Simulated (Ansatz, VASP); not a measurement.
# Two plane-wave programs on BeS

INCAR

```
SYSTEM = BeS
PREC     = Accurate       ! precision mode
ENCUT    = 600            ! plane-wave cutoff, eV
EDIFF    = 1E-6           ! SCF threshold, eV
ISMEAR   = 0              ! smearing method
SIGMA    = 0.1            ! smearing width, eV
LREAL    = .False.        ! projectors in reciprocal space
LASPH    = .True.         ! aspherical terms in the spheres
NELM     = 120            ! most SCF steps
ALGO     = Normal         ! electronic algorithm
ISIF     = 2              ! what is computed and relaxed
LWAVE    = .False.        ! write WAVECAR
LCHARG   = .False.        ! write CHGCAR
GGA      = RP             ! functional
NBANDS   = 11             ! bands
GGA_COMPAT= .False.
```

File KPOINTS:

```
regular mesh
0
Gamma
  8 8 8
  0 0 0
```

File POSCAR:

```
BeS
1.0
    0.0000000000      2.4351516489      2.4351516489
    2.4351516489      0.0000000000      2.4351516489
    2.4351516489      2.4351516489      0.0000000000
Be S
1 1
Direct
    0.0000000000      0.0000000000      0.0000000000
    0.7500000000      0.7500000000      0.7500000000
```

Input for Ansatz:

```yaml
crystal:
  lattice:
    - [0.0, 2.4351516489, 2.4351516489]
    - [2.4351516489, 0.0, 2.4351516489]
    - [2.4351516489, 2.4351516489, 0.0]
  atoms:
    - { symbol: Be, position: [0.0, 0.0, 0.0] }
    - { symbol: S, position: [0.75, 0.75, 0.75] }
basis:
  ecutwfc: 420
kpoints:
  mp_grid: { grid: [8, 8, 8] }
hamiltonian:
  xc: rpbe
scf:
  occupations: { method: gaussian, width: 0.1 }
  max_iter: 73
output:
  forces: true
  stress: true
  eigenvalues: true
```

Alike in both runs: task single point; functional RPBE; k mesh 8 × 8 × 8; occupations gaussian, width 0.1 eV; no spin polarisation.

|  | VASP | Ansatz |
| --- | --- | --- |
| version | VASP 6.6.1 | Ansatz 0.2.0 |
| potentials or method | VASP PAW PBE potentials, release 64 (Be, S), cutoff 600 eV | scalar-relativistic, plane waves, PAW |
| valence electrons in the cell | 8 | 8 |

|  | VASP | Ansatz | Ansatz less VASP |
| --- | --- | --- | --- |
| gap on the k mesh at the Fermi level (eV) | 3.25 | 3.26 | +0.007 |
| least direct gap on the mesh (eV) | 5.73 | 5.72 | -0.004 |
| pressure (GPa) | 2.6 | 2.7 | +0.02 |

VASP's potentials were made for PBE, not for RPBE.
